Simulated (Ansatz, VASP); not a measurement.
# BaRe in VASP and in Ansatz

Contents of INCAR:

```
SYSTEM = BaRe
  PREC = Accurate
  ENCUT = 520
  EDIFF = 1E-6
  ISMEAR = 0
  SIGMA = 0.05
  LREAL = .False.
  LASPH = .True.
  NELM = 100
  ALGO = Normal
  ISIF = 2
  LWAVE = .False.
  LCHARG = .True.
  GGA = PE
  LELF = .True.
  LVHAR = .True.
  NBANDS = 16
```

Contents of KPOINTS:

```
Automatic mesh
0
Gamma
  8 8 8
  0 0 0
```

File POSCAR:

```
BaRe
1.0
    3.7723407956      0.0000000000      0.0000000000
    0.0000000000      3.7723407956      0.0000000000
    0.0000000000      0.0000000000      3.7723407956
Ba Re
1 1
Direct
    0.0000000000      0.0000000000      0.0000000000
    0.5000000000      0.5000000000      0.5000000000
```

Input for Ansatz:

```yaml
crystal:
  lattice:
    - [3.7723407956, 0.0, 0.0]
    - [0.0, 3.7723407956, 0.0]
    - [0.0, 0.0, 3.7723407956]
  atoms:
    - { symbol: Ba, position: [0.0, 0.0, 0.0] }
    - { symbol: Re, position: [0.5, 0.5, 0.5] }
basis:
  ecutwfc: 420
  ecutrho_ratio: 4
kpoints:
  mp_grid: { grid: [8, 8, 8] }
hamiltonian:
  xc: pbe
scf:
  occupations: { method: gaussian, width: 0.05 }
output:
  forces: true
  stress: true
  eigenvalues: true
  write_density: true
  write_potential: true
  elf: true
  volumetric_format: npy
```

Alike in both runs: task single point; functional PBE; k mesh 8 × 8 × 8; occupations gaussian, width 0.05 eV; no spin polarisation.

|  | VASP | Ansatz |
| --- | --- | --- |
| version | VASP 6.6.1 | Ansatz 0.2.0 |
| potentials or method | VASP PAW PBE potentials, release 64 (Ba_sv, Re), cutoff 520 eV | scalar-relativistic, plane waves, PAW |
| valence electrons in the cell | 17 | 25 |

```csv
,VASP,Ansatz,Ansatz less VASP
gap on the k mesh at the Fermi level (eV),none,none,-
pressure (GPa),-0.3,-1.7,-1.40
```

A gap of «none» marks a metal or a gap that the smearing closes. VASP's potentials hold 17 valence electrons a cell and Ansatz's 25, so a difference there can come from the potentials and not from the codes.

Neither program's run includes spin-orbit coupling.
